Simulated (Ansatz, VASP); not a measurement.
**W in VASP and in Ansatz**

```
CELL_PARAMETERS angstrom
2.82827 0.00000 0.00000
0.00000 4.89608 0.00000
0.00000 0.00000 4.95630
ATOMIC_POSITIONS crystal
W 0.79317 0.93684 0.75000
W 0.20683 0.43684 0.75000
W 0.20683 0.06316 0.25000
W 0.79317 0.56316 0.25000
```

Alike in both runs: task single point; functional PBE; k mesh 9 × 6 × 6; occupations fermi-dirac, width 0.05 eV; no spin polarisation.

|  | VASP | Ansatz |
| --- | --- | --- |
| version | VASP 6.6.1 | Ansatz 0.2.0 |
| potentials or method | VASP PAW PBE potentials, release 64 (W_sv) | Ansatz PAW |
| plane-wave cutoff (eV) | 520 | 420 |
| valence electrons in the cell | 56 | 56 |

|  | VASP | Ansatz | Ansatz less VASP |
| --- | --- | --- | --- |
| gap on the k mesh at the Fermi level (eV) | none | none | - |
| pressure (GPa) | -7.5 | -7.8 | -0.36 |
| traceless stress, the component that is largest in VASP (GPa) | 0.37 | 0.41 | +0.039 |
| rms of the force components (eV/Å) | 0.037 | 0.039 | +0.0018 |

Atom by atom the forces differ by 0.004 eV/Å (rms over components). A gap of «none» marks a metal or a gap that the smearing closes.

Spin-orbit coupling is off throughout.
